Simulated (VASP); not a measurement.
# SnPt3 (Pm-3m) in VASP: further runs, part 2 of 3

VASP 6.6.1.

### Step 3. Electric field gradients, LDA (volume scaled by 0.99)

File INCAR:

```
PREC     = Accurate       # precision mode
ENCUT    = 400            # plane-wave cutoff, eV
EDIFF    = 1E-8           # SCF threshold, eV
ISMEAR   = -1             # smearing method
SIGMA    = 0.05           # smearing width, eV
LREAL    = F              # projectors in reciprocal space
LASPH    = T              # aspherical terms in the spheres
NELM     = 120            # most SCF steps
ALGO     = Normal         # electronic algorithm
ISIF     = 2              # what is computed and relaxed
LWAVE    = F              # write WAVECAR
LCHARG   = F              # write CHGCAR
LEFG     = T            
NBANDS   = 30             # bands
GGA_COMPAT= F
```

File KPOINTS:

```
Automatic mesh
0
Gamma
  8 8 8
```

File POSCAR:

```
SnPt3
1.0
    3.9866219736      0.0000000000      0.0000000000
    0.0000000000      3.9866219736      0.0000000000
    0.0000000000      0.0000000000      3.9866219736
Sn Pt
1 3
Direct
    0.0000000000      0.0000000000      0.0000000000
    0.0000000000      0.5000000000      0.5000000000
    0.5000000000      0.0000000000      0.5000000000
    0.5000000000      0.5000000000      0.0000000000
```

Potentials or basis: VASP PAW LDA potentials, release 64 (Sn_d, Pt).

Launch:

```
cat potpaw_LDA.64/Sn_d/POTCAR potpaw_LDA.64/Pt/POTCAR > POTCAR
mpirun -np 1 vasp_std > vasp.out
```

OUTCAR:

```text
PREC = Accurate
   ENCUT = 400
   EDIFF = 1E-8
   ISMEAR = -1
   LREAL = F
   LASPH = T
   NELM = 120
   ISIF = 2

 ion  position               nearest neighbor table
   1  0.000  0.000  0.000-   2 2.82   3 2.82   4 2.82   2 2.82   3 2.82   2 2.82   4 2.82   2 2.82
                             3 2.82   4 2.82   3 2.82   4 2.82
   2  0.000  0.500  0.500-   1 2.82   3 2.82   4 2.82   1 2.82   4 2.82   1 2.82   3 2.82   1 2.82
                             3 2.82   4 2.82   4 2.82   3 2.82
   3  0.500  0.000  0.500-   1 2.82   2 2.82   4 2.82   1 2.82   4 2.82   2 2.82   4 2.82   4 2.82
                             1 2.82   2 2.82   1 2.82   2 2.82
   4  0.500  0.500  0.000-   1 2.82   2 2.82   3 2.82   2 2.82   3 2.82   1 2.82   3 2.82   3 2.82
                             1 2.82   2 2.82   2 2.82   1 2.82

  LATTYP: Found a simple cubic cell.
 ALAT       =     3.9866219736

  Lattice vectors:

 A1 = (   3.9866219736,   0.0000000000,   0.0000000000)
 A2 = (   0.0000000000,   3.9866219736,   0.0000000000)
 A3 = (   0.0000000000,   0.0000000000,   3.9866219736)

Analysis of symmetry for initial positions (statically):
=====================================================================
 Subroutine PRICEL returns:
[... 999 lines left out ...]
      1.99331      0.00000      1.99331         0.000000      0.000000      0.000000
      1.99331      1.99331      0.00000         0.000000      0.000000      0.000000
 -----------------------------------------------------------------------------------
    total drift:                                0.000000      0.000000      0.000000

  FREE ENERGIE OF THE ION-ELECTRON SYSTEM (eV)
  ---------------------------------------------------
  free  energy   TOTEN  =       -28.5879680431 eV

  energy  without entropy=      -28.5779733089  energy(sigma->0) =      -28.58297068

 Electric field gradients (V/A^2)
---------------------------------------------------------------------
 ion       V_xx      V_yy      V_zz      V_xy      V_xz      V_yz
---------------------------------------------------------------------
   1       0.000    -0.000    -0.000     0.000    -0.000    -0.000
   2    -147.547    73.773    73.773     0.000    -0.000     0.000
   3      73.773  -147.547    73.773     0.000    -0.000     0.000
   4      73.773    73.773  -147.547    -0.000    -0.000     0.000
---------------------------------------------------------------------

 Electric field gradients after diagonalization (V/A^2)
 (convention: |V_zz| > |V_xx| > |V_yy|)
----------------------------------------------------------------------
 ion       V_xx      V_yy      V_zz     asymmetry (V_yy - V_xx)/ V_zz
----------------------------------------------------------------------
   1      -0.000     0.000    -0.000      -0.247
   2      73.773    73.773  -147.547       0.000
   3      73.773    73.773  -147.547       0.000
   4      73.773    73.773  -147.547       0.000
----------------------------------------------------------------------

           NMR quadrupolar parameters

 Cq : quadrupolar parameter    Cq=e*Q*V_zz/h
 eta: asymmetry parameters     (V_yy - V_xx)/ V_zz
 Q  : nuclear electric quadrupole moment in mb (millibarn)
----------------------------------------------------------------------
 ion       Cq(MHz)       eta       Q (mb)
----------------------------------------------------------------------
   1      -0.000      -0.247       1.000
   2      -0.357       0.000       1.000
   3      -0.357       0.000       1.000
   4      -0.357       0.000       1.000
----------------------------------------------------------------------
```

OSZICAR:

```text
N       E                     dE             d eps       ncg     rms          rms(c)
DAV:   1     0.348763510391E+03    0.34876E+03   -0.17891E+04  2268   0.167E+03
DAV:   2     0.402876078505E+01   -0.34473E+03   -0.32535E+03  2248   0.453E+02
DAV:   3    -0.287319606620E+02   -0.32761E+02   -0.31893E+02  2340   0.116E+02
DAV:   4    -0.296405808889E+02   -0.90862E+00   -0.90691E+00  2390   0.197E+01
DAV:   5    -0.296677064940E+02   -0.27126E-01   -0.27123E-01  2644   0.356E+00    0.196E+01
DAV:   6    -0.287384130488E+02    0.92929E+00   -0.21731E+00  2340   0.964E+00    0.984E+00
DAV:   7    -0.286050666732E+02    0.13335E+00   -0.15089E-01  2834   0.419E+00    0.390E+00
DAV:   8    -0.285895321826E+02    0.15534E-01   -0.25724E-02  2794   0.109E+00    0.346E-01
DAV:   9    -0.285879638993E+02    0.15683E-02   -0.61568E-03  2718   0.885E-01    0.575E-02
DAV:  10    -0.285879690754E+02   -0.51761E-05   -0.16844E-04  2730   0.122E-01    0.185E-02
DAV:  11    -0.285879681768E+02    0.89857E-06   -0.94722E-06  2890   0.237E-02    0.466E-03
DAV:  12    -0.285879680439E+02    0.13291E-06   -0.69033E-07  2398   0.702E-03    0.172E-03
DAV:  13    -0.285879680431E+02    0.82582E-09   -0.25324E-08  1866   0.187E-03
   1 F= -.28587968E+02 E0= -.28582971E+02  d E =-.999473E-02
```

Run time: 56 s. Hardware: 1 thread of Intel Xeon 8259CL, shared host; peak memory 0.16 GiB.

What came out:

```yaml
Free_energy: -28.5880 eV
Pressure: -0.5 GPa
Band_gap_on_the_k_mesh: zero (band 22 reaches 12.15 eV, above the bottom of band 23 at 11.68 eV)
```

Electric field gradients, principal values (V/Å²):
```csv
atom,least,middle,greatest (by size)
1 Sn,0.000,0.000,0.000
2 Pt,73.773,73.773,-147.547
3 Pt,73.773,73.773,-147.547
4 Pt,73.773,73.773,-147.547
```

Caveat: without QUAD_EFG the Cq values of the log hold for a quadrupole moment of 1 mb, not for the nuclei; spin-orbit coupling is left out, which moves the levels of the heavy elements.

### Step 4. Electric field gradients, LDA (volume scaled by 1.02)

File INCAR:

```
ALGO = Normal
EDIFF = 1E-8
ENCUT = 400
GGA_COMPAT = False
ISIF = 2
ISMEAR = -1
LASPH = True
LCHARG = False
LEFG = True
LREAL = False
LWAVE = False
NBANDS = 30
NELM = 120
PREC = Accurate
SIGMA = 0.05
```

File KPOINTS:

```
k-points
0
Gamma
  8 8 8
```

File POSCAR:

```
SnPt3
1.0
    4.0264908382      0.0000000000      0.0000000000
    0.0000000000      4.0264908382      0.0000000000
    0.0000000000      0.0000000000      4.0264908382
Sn Pt
1 3
Direct
    0.0000000000      0.0000000000      0.0000000000
    0.0000000000      0.5000000000      0.5000000000
    0.5000000000      0.0000000000      0.5000000000
    0.5000000000      0.5000000000      0.0000000000
```

Potentials or basis: VASP PAW LDA potentials, release 64 (Sn_d, Pt).

Launch:

```
cat potpaw_LDA.64/Sn_d/POTCAR potpaw_LDA.64/Pt/POTCAR > POTCAR
mpirun -np 1 vasp_std > vasp.out
```

OUTCAR:

```text
EDIFF = 1E-8
   ENCUT = 400
   ISIF = 2
   ISMEAR = -1
   LASPH = True
   LREAL = False
   NELM = 120
   PREC = Accurate

 ion  position               nearest neighbor table
   1  0.000  0.000  0.000-   2 2.85   3 2.85   4 2.85   2 2.85   3 2.85   2 2.85   4 2.85   2 2.85
                             3 2.85   4 2.85   3 2.85   4 2.85
   2  0.000  0.500  0.500-   1 2.85   3 2.85   4 2.85   1 2.85   4 2.85   1 2.85   3 2.85   1 2.85
                             3 2.85   4 2.85   4 2.85   3 2.85
   3  0.500  0.000  0.500-   1 2.85   2 2.85   4 2.85   1 2.85   4 2.85   2 2.85   4 2.85   4 2.85
                             1 2.85   2 2.85   1 2.85   2 2.85
   4  0.500  0.500  0.000-   1 2.85   2 2.85   3 2.85   2 2.85   3 2.85   1 2.85   3 2.85   3 2.85
                             1 2.85   2 2.85   2 2.85   1 2.85

  LATTYP: Found a simple cubic cell.
 ALAT       =     4.0264908382

  Lattice vectors:

 A1 = (   4.0264908382,   0.0000000000,   0.0000000000)
 A2 = (   0.0000000000,   4.0264908382,   0.0000000000)
 A3 = (   0.0000000000,   0.0000000000,   4.0264908382)

Analysis of symmetry for initial positions (statically):
=====================================================================
 Subroutine PRICEL returns:
 Original cell was already a primitive cell.

 Routine SETGRP: Setting up the symmetry group for a
 simple cubic supercell.

 Subroutine GETGRP returns: Found 48 space group operations
 (whereof 48 operations were pure point group operations)
 out of a pool of 48 trial point group operations.

The static configuration has the point symmetry O_h .

Analysis of symmetry for dynamics (positions and initial velocities):
=====================================================================
 Subroutine PRICEL returns:
 Original cell was already a primitive cell.

[... 965 lines left out ...]
  -------------------------------------------------------------------------------------
  Total       -2.9195162     -2.9195162     -2.9195162      0.0000000     -0.0000000      0.0000000
  in kB      -71.6541458    -71.6541458    -71.6541458      0.0000000     -0.0000000      0.0000000
  external PRESSURE =     -71.6541458 kB  Pullay stress =       0.0000000 kB

 VOLUME and BASIS-vectors are now :
 -----------------------------------------------------------------------------
  energy-cutoff  :      400.00
  volume of cell :       65.28
      direct lattice vectors                 reciprocal lattice vectors
     4.026490838  0.000000000  0.000000000     0.248355216  0.000000000  0.000000000
     0.000000000  4.026490838  0.000000000     0.000000000  0.248355216  0.000000000
     0.000000000  0.000000000  4.026490838     0.000000000  0.000000000  0.248355216

 POSITION                                       TOTAL-FORCE (eV/Angst)
 -----------------------------------------------------------------------------------
      0.00000      0.00000      0.00000         0.000000      0.000000      0.000000
      0.00000      2.01325      2.01325         0.000000      0.000000      0.000000
      2.01325      0.00000      2.01325         0.000000      0.000000      0.000000
      2.01325      2.01325      0.00000         0.000000      0.000000      0.000000
 -----------------------------------------------------------------------------------
    total drift:                               -0.000000      0.000000      0.000000

  FREE ENERGIE OF THE ION-ELECTRON SYSTEM (eV)
  ---------------------------------------------------
  free  energy   TOTEN  =       -28.5424852801 eV

  energy  without entropy=      -28.5324005214  energy(sigma->0) =      -28.53744290

 Electric field gradients (V/A^2)
---------------------------------------------------------------------
 ion       V_xx      V_yy      V_zz      V_xy      V_xz      V_yz
---------------------------------------------------------------------
   1       0.000     0.000    -0.000     0.000    -0.000    -0.000
   2    -140.987    70.493    70.493    -0.000    -0.000     0.000
   3      70.493  -140.987    70.493    -0.000    -0.000    -0.000
   4      70.493    70.493  -140.987    -0.000    -0.000     0.000
---------------------------------------------------------------------

 Electric field gradients after diagonalization (V/A^2)
 (convention: |V_zz| > |V_xx| > |V_yy|)
----------------------------------------------------------------------
 ion       V_xx      V_yy      V_zz     asymmetry (V_yy - V_xx)/ V_zz
----------------------------------------------------------------------
   1       0.000     0.000    -0.000       0.068
   2      70.493    70.493  -140.987       0.000
   3      70.493    70.493  -140.987       0.000
   4      70.493    70.493  -140.987       0.000
----------------------------------------------------------------------

           NMR quadrupolar parameters

 Cq : quadrupolar parameter    Cq=e*Q*V_zz/h
 eta: asymmetry parameters     (V_yy - V_xx)/ V_zz
 Q  : nuclear electric quadrupole moment in mb (millibarn)
----------------------------------------------------------------------
 ion       Cq(MHz)       eta       Q (mb)
----------------------------------------------------------------------
   1      -0.000       0.068       1.000
   2      -0.341       0.000       1.000
   3      -0.341       0.000       1.000
   4      -0.341       0.000       1.000
----------------------------------------------------------------------
```

OSZICAR:

```text
N       E                     dE             d eps       ncg     rms          rms(c)
DAV:   1     0.348378867619E+03    0.34838E+03   -0.17784E+04  2260   0.165E+03
DAV:   2     0.544241186658E+01   -0.34294E+03   -0.32476E+03  2260   0.456E+02
DAV:   3    -0.286069678519E+02   -0.34049E+02   -0.32834E+02  2318   0.118E+02
DAV:   4    -0.295879795153E+02   -0.98101E+00   -0.97773E+00  2434   0.204E+01
DAV:   5    -0.296161198840E+02   -0.28140E-01   -0.28138E-01  2654   0.364E+00    0.180E+01
DAV:   6    -0.286840815316E+02    0.93204E+00   -0.22893E+00  2340   0.981E+00    0.897E+00
DAV:   7    -0.285601761303E+02    0.12391E+00   -0.14063E-01  2768   0.401E+00    0.381E+00
DAV:   8    -0.285441362565E+02    0.16040E-01   -0.31152E-02  2654   0.119E+00    0.380E-01
DAV:   9    -0.285424824123E+02    0.16538E-02   -0.65659E-03  2662   0.892E-01    0.594E-02
DAV:  10    -0.285424868201E+02   -0.44078E-05   -0.17566E-04  2782   0.125E-01    0.208E-02
DAV:  11    -0.285424854041E+02    0.14160E-05   -0.99224E-06  2738   0.234E-02    0.460E-03
DAV:  12    -0.285424852807E+02    0.12343E-06   -0.80500E-07  2392   0.810E-03    0.169E-03
DAV:  13    -0.285424852801E+02    0.55752E-09   -0.30692E-08  1942   0.199E-03
   1 F= -.28542485E+02 E0= -.28537443E+02  d E =-.100848E-01
```

stdout:

```text
POSCAR found type information on POSCAR SnPt
 POSCAR found :  2 types and       4 ions
 scaLAPACK will be used
 LDA part: xc-table for (Slater(with rela. corr.)+CA(PZ))
 , standard interpolation
 POSCAR, INCAR and KPOINTS ok, starting setup
 FFT: planning ... GRIDC
 FFT: planning ... GRID_SOFT
 FFT: planning ... GRID
 WAVECAR not read
 entering main loop
ion   1

ion   2

ion   3

ion   4
```

Wall time 61 s (1 thread of Intel Xeon 8259CL, shared host); peak memory 0.17 GiB.

What came out:

| Quantity | Value |
| --- | --- |
| Free energy | -28.5425 eV |
| Pressure | -7.2 GPa |
| Band gap on the k mesh | zero (band 22 reaches 11.56 eV, above the bottom of band 23 at 11.12 eV) |

Electric field gradients, principal values (V/Å²):
| atom | least | middle | greatest (by size) |
| --- | --- | --- | --- |
| 1 Sn | 0.000 | 0.000 | 0.000 |
| 2 Pt | 70.493 | 70.493 | -140.987 |
| 3 Pt | 70.493 | 70.493 | -140.987 |
| 4 Pt | 70.493 | 70.493 | -140.987 |

Caveat: without QUAD_EFG the Cq values of the log hold for a quadrupole moment of 1 mb, not for the nuclei; spin-orbit coupling is left out, which moves the levels of the heavy elements.

(Continued in part 3 of 3.)
